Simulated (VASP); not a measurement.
# Zn7S8 (a cell with a defect) in VASP: single point with PBE

Aim: the single point of Zn7S8 (a cell with a defect) with PBE.

Program: VASP 6.6.1. These are calculated values, not measurements. Logs are shortened: lines on timing, memory, paths and dates and some standing lists are left out, and cuts for length are marked.

### Step 1. The cell of the first run

The cell holds a defect, 15 atoms: a = 6.305 Å, b = 7.688 Å, c = 7.688 Å, α = 120.00°, β = 90.00°, γ = 90.00°.

### Step 2. Single point, PBE, collinear spin

INCAR reads:

```
ALGO = Normal ; EDIFF = 1E-6
ENCUT = 520 ; GGA = PE
ISIF = 2 ; ISMEAR = 0
ISPIN = 2 ; LASPH = T
LCHARG = F ; LORBIT = 11
LREAL = Auto ; LWAVE = F
MAGMOM = 0 0 0 0 0 0 0 0.5 0 0 0 0.5 0.5 0 0.5 ; NBANDS = 83
NELECT = 134.0 ; NELM = 150
PREC = Accurate ; SIGMA = 0.01
```

KPOINTS reads:

```
k-points
0
Gamma
  2 2 2
```

POSCAR reads:

```
Zn7S8
1.0
    0.0000000000      0.0000000000      6.3046430491
   -3.8440669358     -6.6581192403      0.0000000000
    7.6881338714     -0.0000000001      0.0000000000
Zn S
7 8
Direct
   -0.0129236834      0.1822119732      0.3411059866
   -0.0129236834      0.6588940134      0.8177880268
   -0.0129236834      0.6588940134      0.3411059866
    0.5138333430      0.3277098598      0.1554197197
    0.5138333430      0.3277098598      0.6722901402
    0.4962431755      0.8333333333      0.1666666667
    0.5138333430      0.8445802803      0.6722901402
    0.3719894309      0.1666666667      0.8333333333
    0.3719915028      0.1687449460      0.3343724730
    0.3719915028      0.6656275270      0.8312550540
    0.3719915028      0.6656275270      0.3343724730
    0.8800432807      0.3291029730      0.1582059460
    0.8800432807      0.3291029730      0.6708970270
    0.8726673910      0.8333333333      0.1666666667
    0.8800432807      0.8417940540      0.6708970270
```

Potentials or basis: VASP PAW PBE potentials, release 64 (Zn, S).

The run is started by

```sh
$ cat potpaw_PBE.64/Zn/POTCAR potpaw_PBE.64/S/POTCAR > POTCAR
$ mpirun -np 1 vasp_std > vasp.out
```

OUTCAR:

```text
EDIFF = 1E-6
   ENCUT = 520
   GGA = PE
   ISIF = 2
   ISMEAR = 0
   ISPIN = 2
   LASPH = T
   LORBIT = 11
   LREAL = Auto
   NELECT = 134.0
   NELM = 150
   PREC = Accurate

 ion  position               nearest neighbor table
   1  0.987  0.182  0.341-  13 2.30  12 2.30   9 2.43  14 2.43
   2  0.987  0.659  0.818-  15 2.30  13 2.30  10 2.43  14 2.43
   3  0.987  0.659  0.341-  15 2.30  12 2.30  11 2.43  14 2.43
   4  0.514  0.328  0.155-  12 2.31   8 2.32   9 2.42  11 2.42
   5  0.514  0.328  0.672-  13 2.31   8 2.32   9 2.42  10 2.42
   6  0.496  0.833  0.167-  11 2.37  10 2.37   9 2.37  14 2.37
   7  0.514  0.845  0.672-  15 2.31   8 2.32  10 2.42  11 2.42
   8  0.372  0.167  0.833-   5 2.32   4 2.32   7 2.32
   9  0.372  0.169  0.334-   6 2.37   4 2.42   5 2.42   1 2.43
  10  0.372  0.666  0.831-   6 2.37   7 2.42   5 2.42   2 2.43
  11  0.372  0.666  0.334-   6 2.37   7 2.42   4 2.42   3 2.43
  12  0.880  0.329  0.158-   1 2.30   3 2.30   4 2.31
  13  0.880  0.329  0.671-   1 2.30   2 2.30   5 2.31
  14  0.873  0.833  0.167-   6 2.37   3 2.43   2 2.43   1 2.43
  15  0.880  0.842  0.671-   3 2.30   2 2.30   7 2.31

  LATTYP: Found a hexagonal cell.
 ALAT       =     7.6881338714
 C/A-ratio  =     0.8200485520

  Lattice vectors:

 A1 = (  -3.8440669358,  -6.6581192403,   0.0000000000)
 A2 = (   7.6881338714,  -0.0000000001,   0.0000000000)
 A3 = (   0.0000000000,   0.0000000000,   6.3046430491)

Analysis of symmetry for initial positions (statically):
=====================================================================
 Subroutine PRICEL returns:
 Original cell was already a primitive cell.

 Routine SETGRP: Setting up the symmetry group for a
 hexagonal supercell.

 Subroutine GETGRP returns: Found  6 space group operations
 (whereof  2 operations were pure point group operations)
 out of a pool of 24 trial point group operations.

The static configuration has the point symmetry C_1h.
 The point group associated with its full space group is C_3v.

Analysis of symmetry for dynamics (positions and initial velocities):
=====================================================================
 Subroutine PRICEL returns:
 Original cell was already a primitive cell.

 Routine SETGRP: Setting up the symmetry group for a
 hexagonal supercell.

 Subroutine GETGRP returns: Found  6 space group operations
 (whereof  2 operations were pure point group operations)
 out of a pool of 24 trial point group operations.

The dynamic configuration has the point symmetry C_1h.
 The point group associated with its full space group is C_3v.

Analysis of structural, dynamic, and magnetic symmetry:
=====================================================================
 Subroutine PRICEL returns:
 Original cell was already a primitive cell.

 Routine SETGRP: Setting up the symmetry group for a
 hexagonal supercell.

 Subroutine GETGRP returns: Found  6 space group operations
 (whereof  2 operations were pure point group operations)
 out of a pool of 24 trial point group operations.

The overall configuration has the point symmetry C_1h.
 The point group associated with its full space group is C_3v.

 Subroutine INISYM returns: Found  6 space group operations
 (whereof  2 operations are pure point group operations),
 and found     1 'primitive' translations

----------------------------------------------------------------------------------------

                                     Primitive cell

  volume of cell :     322.7253

  direct lattice vectors                    reciprocal lattice vectors
     0.000000000  0.000000000  6.304643049     0.000000000  0.000000000  0.158613262
    -3.844066936 -6.658119240  0.000000000    -0.000000000 -0.150192564  0.000000000
     7.688133871 -0.000000000  0.000000000     0.130070576 -0.075096282  0.000000000

  length of vectors
     6.304643049  7.688133871  7.688133871     0.158613262  0.150192564  0.150192564

  position of ions in fractional coordinates (direct lattice)
     0.987076317  0.182211973  0.341105987
     0.987076317  0.658894013  0.817788027
     0.987076317  0.658894013  0.341105987
[... 88 lines left out ...]
   ISYM   =      2    0-nonsym 1-usesym 2-fastsym
   POTIM  = 0.5000    time-step for ionic-motion
   TEBEG  =    0.0;   TEEND  =   0.0 temperature during run
   PSTRESS=    0.0 pullay stress
   NELECT =     134.0000    total number of electrons
   NUPDOWN=      -1.0000    fix difference up-down
   EMIN   =  10.00;   EMAX   =-10.00  energy-range for DOS
   EFERMI =   0.00;   METHOD = LEGACY
   ISMEAR =     0;   SIGMA  =   0.01  broadening in eV -4-tet -1-fermi 0-gaus
   EFERMI_NEDOS =   21; number of points for ismear=-14 and -15
   IALGO  =     38    algorithm
   IMIX   =      4    mixing-type and parameters
     AMIX     =   0.40;   BMIX     =  1.00
     AMIX_MAG =   1.60;   BMIX_MAG =  1.00
  volume/ion in A,a.u.               =      21.52       145.19
  Fermi-wavevector in a.u.,A,eV,Ry     =   1.221327  2.307974 20.295002  1.491641
  Thomas-Fermi vector in A             =   2.356514
   LORBIT       =     11    0 simple, 1 ext, 2 COOP (PROOUT), +10 PAW based schemes
   GGA     = PE    functional components
   LHFCALC =     F    Hartree Fock is set to
   AEXX    =    0.0000 exact exchange contribution
   IVDW    =     0    specifies the selected vdW correction
   LEPSILON=     F    determine dielectric tensor
   LRPA    =     F    only Hartree local field effects (RPA)
 spin polarized calculation
 Gauss-broadening in eV      SIGMA  =   0.01
  energy-cutoff  :      520.00
  volume of cell :      322.73
 maximum number of plane-waves:      8729
 NGX is ok and might be reduce to    48
   NGX = 23   NGY = 29   NGZ = 29

 number of electron     134.0000018 magnetization       0.0000941

 number of electron     134.0000018 magnetization      -0.0000269

 Free energy of the ion-electron system (eV)
  ---------------------------------------------------
  ext. energy  EPLUGINS =         0.00000000
  ---------------------------------------------------
  free energy    TOTEN  =       -46.43561862 eV

  energy without entropy =      -46.43561862  energy(sigma->0) =      -46.43561862

 E-fermi :   1.9753     XC(G=0):  -9.3381

 val. band max:        1.8796688325   @ k =   0.0000   0.0000   0.0000
 cond. band min:       3.7780937249   @ k =   0.0000   0.0000   0.0000
 fundamental gap:      1.8984248924
 Fermi energy:         1.9752902517

 spin component 1

 k-point     1 :       0.0000    0.0000    0.0000
  band No.  band energies     occupation
      1     -11.3200      1.00000
      2     -10.5268      1.00000
      3     -10.5268      1.00000
      4     -10.4966      1.00000
      5     -10.1817      1.00000
      6      -9.8844      1.00000
[... 317 lines left out ...]
     78       7.5086      0.00000
     79       7.6178      0.00000
 Fermi energy:         1.9752902517

 spin component 2

 k-point     1 :       0.0000    0.0000    0.0000
  band No.  band energies     occupation
      1     -11.3200      1.00000
      2     -10.5268      1.00000
      3     -10.5268      1.00000
      4     -10.4966      1.00000
      5     -10.1817      1.00000
      6      -9.8844      1.00000
[... 317 lines left out ...]
     78       7.5086      0.00000
     79       7.6178      0.00000
 [bands above 79 left out]

------------------------ aborting loop because EDIFF is reached ----------------------------------------

  FORCE on cell =-STRESS in cart. coord.  units (eV):
  Direction    XX          YY          ZZ          XY          YZ          ZX
  --------------------------------------------------------------------------------------
  -------------------------------------------------------------------------------------
  Total       13.6822042     13.6822042     13.3520880      0.0000000      0.0000000     -0.0000000
  in kB       67.9256248     67.9256248     66.2867553      0.0000000      0.0000000     -0.0000000
  external PRESSURE =      67.3793349 kB  Pullay stress =       0.0000000 kB

 VOLUME and BASIS-vectors are now :
 -----------------------------------------------------------------------------
  energy-cutoff  :      520.00
  volume of cell :      322.73
      direct lattice vectors                 reciprocal lattice vectors
     0.000000000  0.000000000  6.304643049     0.000000000  0.000000000  0.158613262
    -3.844066936 -6.658119240  0.000000000    -0.000000000 -0.150192564  0.000000000
     7.688133871 -0.000000000  0.000000000     0.130070576 -0.075096282  0.000000000

 POSITION                                       TOTAL-FORCE (eV/Angst)
 -----------------------------------------------------------------------------------
      1.92203     -1.21319      6.22316         0.000000      0.010689      0.000231
      3.75443     -4.38699      6.22316         0.009257     -0.005344      0.000231
      0.08964     -4.38699      6.22316        -0.009257     -0.005344      0.000231
     -0.06485     -2.18193      3.23954        -0.001033      0.000596     -0.019326
      3.90892     -2.18193      3.23954         0.001033      0.000596     -0.019326
     -1.92203     -5.54843      3.12864         0.000000      0.000000     -0.006498
      1.92203     -5.62332      3.23954        -0.000000     -0.001193     -0.019326
      5.76610     -1.10969      2.34526         0.000000      0.000000     -0.018707
      1.92203     -1.12352      2.34527         0.000000      0.005596     -0.007993
      3.83208     -4.43183      2.34527         0.004846     -0.002798     -0.007993
      0.01198     -4.43183      2.34527        -0.004846     -0.002798     -0.007993
     -0.04879     -2.19121      5.54836        -0.041458      0.023936      0.026434
      3.89285     -2.19121      5.54836         0.041458      0.023936      0.026434
     -1.92203     -5.54843      5.50186         0.000000      0.000000      0.027168
      1.92203     -5.60477      5.54836        -0.000000     -0.047872      0.026434
 -----------------------------------------------------------------------------------
    total drift:                               -0.000044     -0.000006     -0.020414

  FREE ENERGIE OF THE ION-ELECTRON SYSTEM (eV)
  ---------------------------------------------------
  free  energy   TOTEN  =       -46.4356186216 eV

  energy  without entropy=      -46.4356186216  energy(sigma->0) =      -46.43561862

 total charge

# of ion       s       p       d       tot
------------------------------------------
    1        0.531   0.474   9.804  10.810
    2        0.531   0.474   9.804  10.810
    3        0.531   0.474   9.804  10.810
    4        0.530   0.470   9.803  10.802
    5        0.530   0.470   9.803  10.802
    6        0.523   0.468   9.803  10.794
    7        0.530   0.470   9.803  10.802
    8        1.328   2.439   0.000   3.767
    9        1.320   2.446   0.000   3.766
   10        1.320   2.446   0.000   3.766
   11        1.320   2.446   0.000   3.766
   12        1.328   2.446   0.000   3.774
   13        1.328   2.446   0.000   3.774
   14        1.320   2.444   0.000   3.764
   15        1.328   2.446   0.000   3.774
--------------------------------------------------
tot         14.296  22.857  68.626 105.780

 magnetization (x)

# of ion       s       p       d       tot
------------------------------------------
    1       -0.000   0.000  -0.000  -0.000
    2       -0.000   0.000  -0.000  -0.000
    3       -0.000   0.000  -0.000  -0.000
    4       -0.000   0.000   0.000   0.000
    5       -0.000   0.000   0.000   0.000
    6        0.000   0.000  -0.000   0.000
    7       -0.000   0.000   0.000   0.000
    8        0.000   0.000   0.000   0.000
    9        0.000  -0.000   0.000   0.000
   10        0.000  -0.000   0.000   0.000
   11        0.000  -0.000   0.000   0.000
   12        0.000  -0.000   0.000   0.000
   13        0.000  -0.000   0.000   0.000
   14        0.000   0.000   0.000   0.000
   15        0.000  -0.000   0.000   0.000
--------------------------------------------------
tot          0.000   0.000  -0.000   0.000
```

Run time: 3.8 min. Hardware: 1 thread of Intel Xeon Platinum 8559C (Emerald Rapids), shared host; peak memory 0.59 GiB.

Results:

- Free energy: -46.4356 eV
- Largest force: 0.055 eV/Å
- Net moment: 0.00 μB per cell
- Valence electrons inside the program's atomic spheres: Zn 10.81, 10.80, 10.79; S 3.77, 3.76

Forces on the atoms (eV/Å):
```
Zn   0.000  0.011  0.000
Zn   0.009 -0.005  0.000
Zn  -0.009 -0.005  0.000
Zn  -0.001  0.001 -0.019
Zn   0.001  0.001 -0.019
Zn   0.000  0.000 -0.006
Zn   0.000 -0.001 -0.019
S    0.000  0.000 -0.019
S    0.000  0.006 -0.008
S    0.005 -0.003 -0.008
S   -0.005 -0.003 -0.008
S   -0.041  0.024  0.026
S    0.041  0.024  0.026
S    0.000  0.000  0.027
S    0.000 -0.048  0.026
```

Caveat: the k points lie up to 0.50 Å⁻¹ apart; the cell carries a net charge on a neutralising background, which shifts energy and pressure; the cell is charged against a uniform background, so pressure and absolute levels hang on convention.
